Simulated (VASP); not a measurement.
Here is a VASP 6.6.1 calculation.

File INCAR:

```
SYSTEM = Se
PREC = Accurate ; ENCUT = 520
EDIFF = 1E-7 ; ISMEAR = -1
SIGMA = 0.05 ; LREAL = .FALSE.
LASPH = .TRUE. ; NELM = 60
ALGO = Normal ; ISIF = 2
LWAVE = .FALSE. ; LCHARG = .FALSE.
GGA = PE ; NBANDS = 16
```

KPOINTS

```
regular mesh
0
G
  2 2 2
  0 0 0
```

File POSCAR:

```
Se
1.0
    4.5203796332      0.0000000000      0.0000000000
   -2.2601898166      3.9147635971      0.0000000000
    0.0000000000      0.0000000000      5.0453124951
Se
3
Direct
    0.2189274285      0.0000000000      0.3333333333
    1.0000000000      0.2189274285      0.6666666667
    0.7810725715      0.7810725715      0.0000000000
```

Potentials or basis: VASP PAW PBE potentials, release 64 (Se).

Run with:

```bash
$ cat potpaw_PBE.64/Se/POTCAR > POTCAR
$ mpirun -np 1 vasp_std > vasp.out
```

Problem. Predict the pressure.

Solution. 0.2 GPa.

Problem. What does it give for the largest force?

Solution. 0.085 eV/Å.

Problem. What does it give for the band gap on the k mesh?

Solution. 1.32 eV, indirect (least direct gap 1.52 eV).

Stress tensor (GPa, compression positive):
```
 0.77  0.00  0.00
 0.00  0.77  0.00
 0.00  0.00 -0.85
```

Caveat: the k points lie up to 0.80 Å⁻¹ apart. A k mesh can miss the band edges.
